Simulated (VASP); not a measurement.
# O in VASP: further runs

The runs below take O through single point, relaxation of the atoms, with PBEsol.

All numbers are computed with VASP 6.6.1; they aren't measurements. Logs are shortened: lines on timing, memory, paths and dates and some standing lists are left out, and cuts for length are marked.

**1. The cell of the first run**

The typed cell holds 2 atoms: a = 3.953 Å, b = 3.657 Å, c = 2.574 Å, α = 76.58°, β = 64.12°, γ = 39.30°.

**2. Single point, PBEsol**

The input, INCAR:

```
SYSTEM = O
PREC = Accurate ; ENCUT = 600
EDIFF = 1E-6 ; ISMEAR = -1
SIGMA = 0.05 ; LREAL = .False.
LASPH = .True. ; NELM = 120
ALGO = Normal ; ISIF = 2
LWAVE = .False. ; LCHARG = .False.
GGA = PS ; NBANDS = 13
GGA_COMPAT = .False.
```

The input, KPOINTS:

```
Automatic mesh
0
Gamma
  6 6 6
  0 0 0
```

The input, POSCAR:

```
O
1.0
    3.9534529359      0.0000000783      0.0000000464
    2.8299365928      2.3162467795      0.0000000396
    1.1235162790     -0.4291256785      2.2761480788
O
2
Direct
    0.0912875905      0.0915703927      0.9080504575
    0.9113880238      0.9114204475      0.0879981393
```

Potentials or basis: VASP PAW PBE potentials, release 64 (O).

Command:

```sh
> cat potpaw_PBE.64/O/POTCAR > POTCAR
> mpirun -np 1 vasp_std > vasp.out
```

OUTCAR:

```text
SYSTEM = O
   PREC = Accurate
   ENCUT = 600
   EDIFF = 1E-6
   ISMEAR = -1
   LREAL = .False.
   LASPH = .True.
   NELM = 120
   ISIF = 2
   GGA = PS

 ion  position               nearest neighbor table
   1  0.091  0.092  0.908-   2 1.20
   2  0.911  0.911  0.088-   1 1.20

  LATTYP: Found a face centered orthorhombic cell.
 ALAT       =     2.9567001539
 B/A-ratio  =     1.4256098472
 C/A-ratio  =     2.2625560893

  Lattice vectors:

 A1 = (   3.9534529359,   0.0000000783,   0.0000000464)
 A2 = (   2.8299365928,   2.3162467795,   0.0000000396)
 A3 = (   1.1235162790,  -0.4291256785,   2.2761480788)

Analysis of symmetry for initial positions (statically):
=====================================================================
 Subroutine PRICEL returns:
 Original cell was already a primitive cell.

 Routine SETGRP: Setting up the symmetry group for a
 face centered orthorhombic supercell.

 Subroutine GETGRP returns: Found  2 space group operations
 (whereof  1 operations were pure point group operations)
 out of a pool of  8 trial point group operations.

The static configuration has the point symmetry C_1 .
 The point group associated with its full space group is S_2 .

Analysis of symmetry for dynamics (positions and initial velocities):
=====================================================================
 Subroutine PRICEL returns:
 Original cell was already a primitive cell.

 Routine SETGRP: Setting up the symmetry group for a
 face centered orthorhombic supercell.

 Subroutine GETGRP returns: Found  2 space group operations
 (whereof  1 operations were pure point group operations)
 out of a pool of  8 trial point group operations.

The dynamic configuration has the point symmetry C_1 .
 The point group associated with its full space group is S_2 .

 Subroutine INISYM returns: Found  2 space group operations
 (whereof  1 operations are pure point group operations),
 and found     1 'primitive' translations

----------------------------------------------------------------------------------------

                                     Primitive cell

  volume of cell :      20.8431

  direct lattice vectors                    reciprocal lattice vectors
     3.953452936  0.000000078  0.000000046     0.252943452 -0.309040440 -0.183117820
     2.829936593  2.316246780  0.000000040    -0.000000010  0.431732936  0.081395276
     1.123516279 -0.429125678  2.276148079    -0.000000005 -0.000000001  0.439338730

  length of vectors
     3.953452936  3.656985133  2.574351909     0.439338730  0.439338730  0.439338730

  position of ions in fractional coordinates (direct lattice)
     0.091287591  0.091570393  0.908050458
     0.911388024  0.911420447  0.087998139

  ion indices of the primitive-cell ions
   primitive index   ion index
                 1           1
                 2           2

----------------------------------------------------------------------------------------

 KPOINTS: Automatic mesh

Automatic generation of k-mesh.
 Grid dimensions read from file:
 generate k-points for:    6    6    6

 Generating k-lattice:

  Cartesian coordinates                     Fractional coordinates (reciprocal lattice)
     0.042157242 -0.051506740 -0.030519637     0.166666667  0.000000000  0.000000000
    -0.000000002  0.071955489  0.013565879    -0.000000000  0.166666667  0.000000000
    -0.000000001 -0.000000000  0.073223122     0.000000000  0.000000000  0.166666667

  Length of vectors
     0.073223122  0.073223122  0.073223122

  Shift w.r.t. Gamma in fractional coordinates (k-lattice)
     0.000000000  0.000000000  0.000000000

 Subroutine IBZKPT returns following result:
 ===========================================

 Found    112 irreducible k-points:

 Following reciprocal coordinates:
            Coordinates               Weight
  0.000000  0.000000  0.000000      1.000000
  0.166667  0.000000  0.000000      2.000000
 -0.166667 -0.166667 -0.166667      2.000000
  0.000000 -0.000000  0.166667      2.000000
  0.000000  0.166667  0.000000      2.000000
  0.333333  0.000000  0.000000      2.000000
[... 16 lines left out ...]
 -0.333333  0.166667 -0.000000      2.000000
  0.333333  0.333333  0.500000      2.000000
 [... further k-points ...]
   k-points           NKPTS =    112   k-points in BZ     NKDIM =    112   number of bands    NBANDS=     13
   number of dos      NEDOS =    301   number of ions     NIONS =      2
   total plane-waves  NPLWV =  23040
   dimension x,y,z NGX =    32 NGY =   30 NGZ =   24
   dimension x,y,z NGXF=    64 NGYF=   60 NGZF=   48
   ions per type =               2
   NGX,Y,Z   is equivalent  to a cutoff of  13.46, 13.64, 15.50 a.u.
   NGXF,Y,Z  is equivalent  to a cutoff of  26.91, 27.28, 31.00 a.u.
 SYSTEM =  O
   PREC   = accura    normal or accurate (medium, high low for compatibility)
   ISTART =      0    job   : 0-new  1-cont  2-samecut
   ICHARG =      2    charge: 1-file 2-atom 10-const
   ISPIN  =      1    spin polarized calculation?
   LNONCOLLINEAR =      F non collinear calculations
   LSORBIT =      F    spin-orbit coupling
   LASPH  =      T    aspherical Exc in radial PAW
   ENCUT  =  600.0 eV  44.10 Ry    6.64 a.u.   7.90  7.30  5.14*2*pi/ulx,y,z
   NELM   =    120;   NELMIN=  2; NELMDL= -5     # of ELM steps
   EDIFF  = 0.1E-05   stopping-criterion for ELM
   LREAL  =      F    real-space projection
   EDIFFG = 0.1E-04   stopping-criterion for IOM
   NSW    =      0    number of steps for IOM
   IBRION =     -1    ionic relax: 0-MD 1-quasi-New 2-CG
   NFREE  =      0    steps in history (QN), initial steepest desc. (CG)
   ISIF   =      2    stress and relaxation
   ISYM   =      2    0-nonsym 1-usesym 2-fastsym
   POTIM  = 0.5000    time-step for ionic-motion
   TEBEG  =    0.0;   TEEND  =   0.0 temperature during run
   PSTRESS=    0.0 pullay stress
   NELECT =      12.0000    total number of electrons
   NUPDOWN=      -1.0000    fix difference up-down
   EMIN   =  10.00;   EMAX   =-10.00  energy-range for DOS
   EFERMI =   0.00;   METHOD = LEGACY
   ISMEAR =    -1;   SIGMA  =   0.05  broadening in eV -4-tet -1-fermi 0-gaus
   EFERMI_NEDOS =   21; number of points for ismear=-14 and -15
   IALGO  =     38    algorithm
   IMIX   =      4    mixing-type and parameters
     AMIX     =   0.40;   BMIX     =  1.00
     AMIX_MAG =   1.60;   BMIX_MAG =  1.00
  volume/ion in A,a.u.               =      10.42        70.33
  Fermi-wavevector in a.u.,A,eV,Ry     =   1.361909  2.573634 25.236017  1.854795
  Thomas-Fermi vector in A             =   2.488444
   LORBIT       =      0    0 simple, 1 ext, 2 COOP (PROOUT), +10 PAW based schemes
   GGA     = PS    functional components
   LHFCALC =     F    Hartree Fock is set to
   AEXX    =    0.0000 exact exchange contribution
   IVDW    =     0    specifies the selected vdW correction
   LEPSILON=     F    determine dielectric tensor
   LRPA    =     F    only Hartree local field effects (RPA)
 non-spin polarized calculation
  energy-cutoff  :      600.00
  volume of cell :       20.84
 maximum number of plane-waves:       708
   NGX = 15   NGY = 15   NGZ = 11

 number of electron      12.0000000 magnetization

 Free energy of the ion-electron system (eV)
  ---------------------------------------------------
  ext. energy  EPLUGINS =         0.00000000
  ---------------------------------------------------
  free energy    TOTEN  =       -10.07395910 eV

  energy without entropy =      -10.06428419  energy(sigma->0) =      -10.06912165

 E-fermi :   1.1948     XC(G=0): -10.2278

 val. band max:        1.1277291802   @ k =  -0.3333  -0.1667   0.1667
 cond. band min:       1.2353302443   @ k =   0.0000   0.1667   0.0000
 fundamental gap:      0.1076010640
 Fermi energy:         1.1947588658

 k-point     1 :       0.0000    0.0000    0.0000
  band No.  band energies     occupation
      1     -26.5306      2.00000
      2     -12.7502      2.00000
      3      -8.2009      2.00000
      4      -4.7398      2.00000
      5      -4.4527      2.00000
      6       1.6855      0.00011
      7       2.2474      0.00000
      8      10.5951      0.00000
      9      12.1091      0.00000
     10      16.9808      0.00000
     11      20.6660      0.00000
     12      22.0951      0.00000
     13      26.1203      0.00000

 k-point     2 :       0.1667    0.0000    0.0000
  band No.  band energies     occupation
      1     -26.3899      2.00000
      2     -12.7731      2.00000
      3      -7.9086      2.00000
      4      -5.2832      2.00000
      5      -4.6217      2.00000
      6       1.2357      0.61213
      7       2.0719      0.00000
      8      11.2299      0.00000
      9      12.3604      0.00000
     10      16.7933      0.00000
     11      20.4787      0.00000
     12      21.8264      0.00000
     13      24.0817      0.00000

 k-point     3 :      -0.1667   -0.1667   -0.1667
  band No.  band energies     occupation
      1     -26.3899      2.00000
      2     -12.7733      2.00000
      3      -7.9082      2.00000
      4      -5.2831      2.00000
      5      -4.6217      2.00000
      6       1.2354      0.61474
      7       2.0719      0.00000
      8      11.2298      0.00000
      9      12.3598      0.00000
     10      16.7938      0.00000
     11      20.4794      0.00000
     12      21.8270      0.00000
     13      24.0814      0.00000

 k-point     4 :       0.0000   -0.0000    0.1667
  band No.  band energies     occupation
      1     -26.3899      2.00000
      2     -12.7731      2.00000
      3      -7.9085      2.00000
      4      -5.2832      2.00000
      5      -4.6217      2.00000
      6       1.2356      0.61256
      7       2.0719      0.00000
      8      11.2298      0.00000
      9      12.3604      0.00000
     10      16.7934      0.00000
     11      20.4787      0.00000
     12      21.8265      0.00000
     13      24.0818      0.00000

 k-point     5 :       0.0000    0.1667    0.0000
  band No.  band energies     occupation
      1     -26.3899      2.00000
      2     -12.7733      2.00000
      3      -7.9082      2.00000
      4      -5.2831      2.00000
      5      -4.6217      2.00000
      6       1.2353      0.61517
      7       2.0719      0.00000
      8      11.2296      0.00000
      9      12.3598      0.00000
     10      16.7939      0.00000
     11      20.4794      0.00000
     12      21.8272      0.00000
     13      24.0815      0.00000
[... 257 lines left out ...]
 k-point    22 :       0.1667    0.5000    0.0000
  band No.  band energies     occupation
      1     -26.0630      2.00000
      2     -13.1885      2.00000
      3      -7.1772      2.00000
      4      -6.0430      2.00000
      5      -4.7874      2.00000
      6       0.3351      2.00000
      7       2.0887      0.00000
      8      10.4126      0.00000
      9      14.2408      0.00000
     10      16.9193      0.00000
     11      17.1114      0.00000
     12      21.9532      0.00000
     13      26.5059      0.00000

 k-point    23 :      -0.3333    0.1667   -0.0000
  band No.  band energies     occupation
      1     -25.9417      2.00000
      2     -12.7246      2.00000
      3      -7.9443      2.00000
      4      -6.1143      2.00000
      5      -4.8099      2.00000
      6      -0.3783      2.00000
      7       2.0110      0.00000
      8      11.1711      0.00000
      9      14.8873      0.00000
     10      16.3850      0.00000
     11      18.3938      0.00000
     12      20.1043      0.00000
     13      24.9460      0.00000

 k-point    24 :       0.3333    0.3333    0.5000
  band No.  band energies     occupation
      1     -25.9417      2.00000
      2     -12.7250      2.00000
      3      -7.9440      2.00000
      4      -6.1136      2.00000
      5      -4.8098      2.00000
      6      -0.3789      2.00000
      7       2.0108      0.00000
      8      11.1696      0.00000
      9      14.8878      0.00000
     10      16.3860      0.00000
     11      18.3936      0.00000
     12      20.1047      0.00000
     13      24.9468      0.00000

 [... further k-points ...]

------------------------ aborting loop because EDIFF is reached ----------------------------------------

  FORCE on cell =-STRESS in cart. coord.  units (eV):
  Direction    XX          YY          ZZ          XY          YZ          ZX
  --------------------------------------------------------------------------------------
  -------------------------------------------------------------------------------------
  Total        1.6313913     -0.3471917     -0.4132117      1.4729751     -0.1760288     -1.2216397
  in kB      125.4026832    -26.6881189    -31.7629864    113.2254554    -13.5310808    -93.9056678
  external PRESSURE =      22.3171926 kB  Pullay stress =       0.0000000 kB

 VOLUME and BASIS-vectors are now :
 -----------------------------------------------------------------------------
  energy-cutoff  :      600.00
  volume of cell :       20.84
      direct lattice vectors                 reciprocal lattice vectors
     3.953452936  0.000000078  0.000000046     0.252943452 -0.309040440 -0.183117820
     2.829936593  2.316246780  0.000000040    -0.000000010  0.431732936  0.081395276
     1.123516279 -0.429125678  2.276148079    -0.000000005 -0.000000001  0.439338730

 POSITION                                       TOTAL-FORCE (eV/Angst)
 -----------------------------------------------------------------------------------
      1.64025     -0.17757      2.06686         1.231165      0.596188     -0.495269
      6.28126      2.07331      0.20030        -1.231165     -0.596188      0.495269
 -----------------------------------------------------------------------------------
    total drift:                               -0.000010     -0.000008      0.000009

  FREE ENERGIE OF THE ION-ELECTRON SYSTEM (eV)
  ---------------------------------------------------
  free  energy   TOTEN  =       -10.0739591044 eV

  energy  without entropy=      -10.0642841859  energy(sigma->0) =      -10.06912165
```

Wall time 29 s (1 thread of Intel Xeon 6975P-C (Granite Rapids), shared host); peak memory 0.16 GiB.

Results:

| Item | Value |
| --- | --- |
| Free energy | -10.0740 eV |
| Pressure | 2.2 GPa |
| Largest force | 1.455 eV/Å |
| Band gap on the k mesh | zero (bands 6 and 7 overlap by 1.69 eV) |

Forces on the atoms (eV/Å):
```
O    1.231  0.596 -0.495
O   -1.231 -0.596  0.495
```

Levels at points of the mesh, in eV from the Fermi level:
```
           k point  band 3  band 4  band 5  band 6  band 7  band 8  band 9  band 10
(0.00, 0.00, 0.00)   -9.40   -5.93   -5.65    0.49    1.05    9.40   10.91    15.79
(0.50, 0.00, 0.00)   -8.98   -7.51   -6.02   -1.45    0.82    9.70   13.97    15.33
(0.50, 0.50, 0.50)   -8.98   -7.51   -6.02   -1.45    0.82    9.70   13.97    15.33
(0.00, 0.00, 0.50)   -8.98   -7.51   -6.02   -1.45    0.82    9.70   13.96    15.33
(0.00, 0.50, 0.00)   -8.98   -7.51   -6.02   -1.45    0.82    9.70   13.97    15.33
(0.50, 0.50, 0.00)   -6.80   -6.19   -5.68    1.08    1.13    7.70    9.21    14.49
(0.50, 0.00, 0.50)   -9.17   -7.74   -7.08   -0.87   -0.58   10.95   11.97    14.08
(0.00, 0.50, 0.50)   -8.69   -7.43   -6.35   -2.20    0.28    9.65   11.36    16.54
```

Caveat: the k points lie up to 0.46 Å⁻¹ apart, too coarse for converged energies and pressures of a metal; the standard files for N, O and F lose accuracy on very short bonds; spin is off for a triplet molecule; this functional lacks dispersion, which holds the molecules together, so the pressure and a relaxed volume are unreliable; the PAW data sets were made with another functional, which shifts forces and pressure a little.

**3. Relaxation of the atoms, PBEsol**

The input, INCAR:

```
SYSTEM = O
ALGO = Normal
EDIFF = 1E-7
EDIFFG = -0.005
ENCUT = 520
GGA = PS
GGA_COMPAT = .FALSE.
IBRION = 2
ISIF = 2
ISMEAR = -1
LASPH = .TRUE.
LCHARG = .FALSE.
LREAL = .FALSE.
LWAVE = .FALSE.
NELM = 120
NELMIN = 4
NSW = 80
PREC = Accurate
SIGMA = 0.05
```

The input, KPOINTS:

```
k-points
0
G
  6 6 6
  0 0 0
```

The input, POSCAR:

```
O
1.0
    3.9534530000      0.0000000000      0.0000000000
    2.8299365928      2.3162465695      0.0000000000
    1.1235162790     -0.4291256785      2.2761481812
O
2
Direct
    0.0871000000      0.0871000000      0.9129000000
    0.9129000000      0.9129000000      0.0871000000
```

Potentials or basis: VASP PAW PBE potentials, release 64 (O).

Command:

```sh
> cat potpaw_PBE.64/O/POTCAR > POTCAR
> mpirun -np 1 vasp_std > vasp.out
```

It took 69 s on 1 thread of Intel Xeon 6975P-C (Granite Rapids), shared host; peak memory 0.13 GiB.

The run converged. Its results:

```yaml
Free_energy: -10.0812 eV
Pressure_after_relaxing: -2.0 GPa
Band_gap_on_the_k_mesh: zero (bands 6 and 7 overlap by 1.69 eV)
```

Stress tensor (GPa, compression positive):
```
 3.27  6.75 -5.60
 6.75 -4.70  0.51
-5.60  0.51 -4.51
```

Final structure:
```
O
1.0
     3.95345    0.00000    0.00000
     2.82994    2.31625    0.00000
     1.12352   -0.42913    2.27615
O
2
Direct
  0.09137 0.09137 0.90863
  0.90863 0.90863 0.09137
```

Levels at points of the mesh, in eV from the Fermi level:
```tsv
k point	band 2	band 3	band 4	band 5	band 6	band 7	band 8	band 9	band 10
(0.00, 0.00, 0.00)	-13.93	-9.22	-5.59	-5.31	0.48	1.05	9.55	10.43	16.11
(0.50, 0.00, 0.00)	-13.93	-8.68	-7.35	-5.68	-1.44	0.82	9.30	14.13	15.47
(0.50, 0.50, 0.00)	-15.52	-6.56	-5.87	-5.34	1.09	1.13	7.39	9.37	14.48
(0.50, 0.00, 0.50)	-13.05	-8.87	-7.59	-6.74	-0.86	-0.60	10.45	12.15	14.30
(0.00, 0.50, 0.50)	-13.90	-8.37	-7.12	-6.15	-2.20	0.29	9.18	11.52	16.68
```

Caveat: the k points lie up to 0.46 Å⁻¹ apart, too coarse for converged energies and pressures of a metal; the standard files for N, O and F lose accuracy on very short bonds; spin is off for a triplet molecule; this functional lacks dispersion, which holds the molecules together, so the pressure and a relaxed volume are unreliable; the PAW data sets were made with another functional, which shifts forces and pressure a little.

The gap in the log of VASP goes by the Fermi energy; the results here count the filled bands.